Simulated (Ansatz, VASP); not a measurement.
**Li2S in VASP and in Ansatz**

Contents of INCAR:

```
PREC     = Accurate       # precision mode
ENCUT    = 750            # plane-wave cutoff, eV
EDIFF    = 1E-7           # SCF threshold, eV
ISMEAR   = 0              # smearing method
SIGMA    = 0.01           # smearing width, eV
LREAL    = False          # projectors in reciprocal space
LASPH    = True           # aspherical terms in the spheres
NELM     = 120            # most SCF steps
ALGO     = Normal         # electronic algorithm
ISIF     = 3              # what is computed and relaxed
LWAVE    = False          # write WAVECAR
LCHARG   = False          # write CHGCAR
IBRION   = 2              # ionic algorithm
NSW      = 80             # ionic steps
EDIFFG   = -0.02          # ionic threshold
GGA_COMPAT= False        
NELMIN   = 4
```

File KPOINTS:

```
regular mesh
0
Gamma
  6 6 6
```

POSCAR

```
Li2S
1.0
    0.0000000000      2.8445000000      2.8445000000
    2.8445000000      0.0000000000      2.8445000000
    2.8445000000      2.8445000000      0.0000000000
Li S
2 1
Direct
    0.2500000000      0.2500000000      0.2500000000
    0.7500000000      0.7500000000      0.7500000000
    0.0000000000      0.0000000000      0.0000000000
```

Input for Ansatz:

```yaml
crystal:
  lattice:
    - [0.0, 2.8445, 2.8445]
    - [2.8445, 0.0, 2.8445]
    - [2.8445, 2.8445, 0.0]
  atoms:
    - { symbol: Li, position: [0.25, 0.25, 0.25] }
    - { symbol: Li, position: [0.75, 0.75, 0.75] }
    - { symbol: S, position: [0.0, 0.0, 0.0] }
kpoints:
  mp_grid:
    grid: [6, 6, 6]
hamiltonian:
  xc: lda
  dispersion: none
scf:
  occupations:
    method: fixed
relax:
  f_tol: 0.02
  cell: {}
```

Alike in both runs: task relaxation of cell and atoms; functional LDA; k mesh 6 × 6 × 6; no spin polarisation.

|  | VASP | Ansatz |
| --- | --- | --- |
| version | VASP 6.6.1 | Ansatz 0.2.0 |
| potentials or method | VASP PAW LDA potentials, release 64 (Li_sv, S) | plane waves, PAW |
| plane-wave cutoff (eV) | 750 | 420 |
| occupations | gaussian, width 0.01 eV | fixed |
| valence electrons in the cell | 12 | 12 |

```tsv
	VASP	Ansatz	Ansatz less VASP
relaxed volume (Å³/atom)	14.38	14.38	-0.001
relaxed cell length with the largest relative difference (Å)	3.936	3.936	-0.0001
```

LDA's correlation is that of Perdew and Zunger in VASP and of Perdew and Wang (1992) in Ansatz.
